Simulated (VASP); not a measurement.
**ZnS: single point with PBEsol**

System: ZnS, a slab with vacuum.

```
S Zn
1.0
     3.78763    0.00000    0.00000
     0.00000    3.78763    0.00000
     0.00000    0.00000   27.05217
S Zn
5 5
Direct
  0.00000 0.50000 0.27827
  0.50000 0.00000 0.37719
  0.00000 0.50000 0.47601
  0.50000 0.00000 0.57514
  0.00000 0.50000 0.67529
  0.50000 0.50000 0.32431
  0.00000 0.00000 0.42413
  0.50000 0.50000 0.52330
  0.00000 0.00000 0.62264
  0.50000 0.50000 0.72372
```

* Program: VASP 6.6.1
* Task: single point
* Functional: PBEsol
* Potentials or basis: VASP PAW PBE potentials, release 64 (S, Zn)
* Cutoff: 520 eV
* k mesh: 7 × 7 × 1
* Occupations: gaussian, width 0.05 eV
* Spin: no spin polarisation
* Dipole correction: yes
* Further INCAR settings: ALGO = Normal; EDIFF = 1e-06; NBANDS = 56

| Property | Result |
| --- | --- |
| Largest force | 0.023 eV/Å |
| Band gap on the k mesh | 0.07 eV (least direct gap 0.12 eV) |

Forces on the atoms (eV/Å):
```
S    0.000  0.000 -0.022
S    0.000  0.000 -0.001
S    0.000  0.000  0.003
S    0.000  0.000  0.002
S    0.000  0.000 -0.003
Zn   0.000  0.000  0.002
Zn   0.000  0.000  0.000
Zn   0.000  0.000 -0.005
Zn   0.000  0.000  0.000
Zn   0.000  0.000  0.023
```

Levels at points of the mesh, in eV from the valence-band top:
```csv
k point,band 43,band 44,band 45,band 46,band 47,band 48
"(0.00, 0.00, 0.00)",-0.54,-0.02,0.00,0.43,2.08,2.43
```

Wall time 9.9 min on 1 thread of Intel(R) Xeon(R) Platinum 8488C (Sapphire Rapids), with other jobs on the host, peak memory 0.55 GiB.

Caveat: the PAW data sets were made with another functional, which shifts forces and pressure a little.
